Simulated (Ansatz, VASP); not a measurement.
## BAs: VASP beside Ansatz

The input INCAR:

```
ALGO = Normal
EDIFF = 1E-6
ENCUT = 520
GGA = PE
ISIF = 2
ISMEAR = 0
LASPH = T
LCHARG = T
LELF = T
LREAL = F
LVHAR = T
LWAVE = F
NELM = 80
PREC = Accurate
SIGMA = 0.015
```

KPOINTS

```
k-points
0
Gamma
  10 10 10
```

POSCAR

```
BAs
1.0
    0.0000000000      2.3885000000      2.3885000000
    2.3885000000      0.0000000000      2.3885000000
    2.3885000000      2.3885000000      0.0000000000
As B
1 1
Direct
    0.7500000000      0.7500000000      0.7500000000
    0.0000000000      0.0000000000      0.0000000000
```

File input.yaml:

```yaml
crystal:
  lattice:
    - [0.0, 2.3885, 2.3885]
    - [2.3885, 0.0, 2.3885]
    - [2.3885, 2.3885, 0.0]
  atoms:
    - { symbol: As, position: [0.75, 0.75, 0.75] }
    - { symbol: B, position: [0.0, 0.0, 0.0] }
hamiltonian:
  xc: pbe
  pseudopotentials: { kind: paw }
kpoints:
  mp_grid: { grid: [10, 10, 10] }
scf:
  occupations: { method: gaussian, width: 0.015 }
output:
  forces: true
  stress: true
  eigenvalues: true
```

Alike in both runs: task single point; functional PBE; k mesh 10 × 10 × 10; occupations gaussian, width 0.015 eV; no spin polarisation.

```csv
,VASP,Ansatz
version,VASP 6.6.1,Ansatz 0.2.0
potentials or method,"VASP PAW PBE potentials, release 64 (As, B)",Ansatz PAW
plane-wave cutoff (eV),520,420
valence electrons in the cell,8,18
```

Ansatz gave:

| Property | Result |
| --- | --- |
| gap on the k mesh at the Fermi level (eV) | 1.18 |
| least direct gap on the mesh (eV) | 3.28 |
| pressure (GPa) | 2.8 |

**Question.** Which values does VASP return?

**Answer.** gap on the k mesh at the Fermi level (eV): 1.18; least direct gap on the mesh (eV): 3.28; pressure (GPa): 3.4.

The functional is the same, so the differences come from potentials, cutoffs and numerics. VASP's potentials hold 8 valence electrons a cell and Ansatz's 18, so a difference there can come from the potentials and not from the codes.
